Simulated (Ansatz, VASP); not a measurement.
GaN: VASP beside Ansatz

```xyz
2
Lattice="0.0000 2.0656 2.0656 2.0656 0.0000 2.0656 2.0656 2.0656 0.0000" Properties=species:S:1:pos:R:3 pbc="T T T"
Ga    0.0000    0.0000    0.0000
N     2.0656    2.0656    2.0656
```

Change from the starting cell: volume scaled by 0.94, PAW files.

Alike in both runs: task single point; functional r2SCAN; k mesh 15 × 15 × 15; occupations fermi-dirac, width 0.1 eV; no spin polarisation.

|  | VASP | Ansatz |
| --- | --- | --- |
| version | VASP 6.6.1 | Ansatz 0.2.0 |
| potentials or method | VASP PAW PBE potentials, release 64 (Ga_d, N) | PAW with Ansatz's default frozen-core files, scalar-relativistic |
| plane-wave cutoff (eV) | 520 | 500 |
| valence electrons in the cell | 18 | 18 |

```csv
,VASP,Ansatz,Ansatz less VASP
pressure (GPa),18.9,17.3,-1.63
```

VASP's potentials were made for PBE, not for r2SCAN.
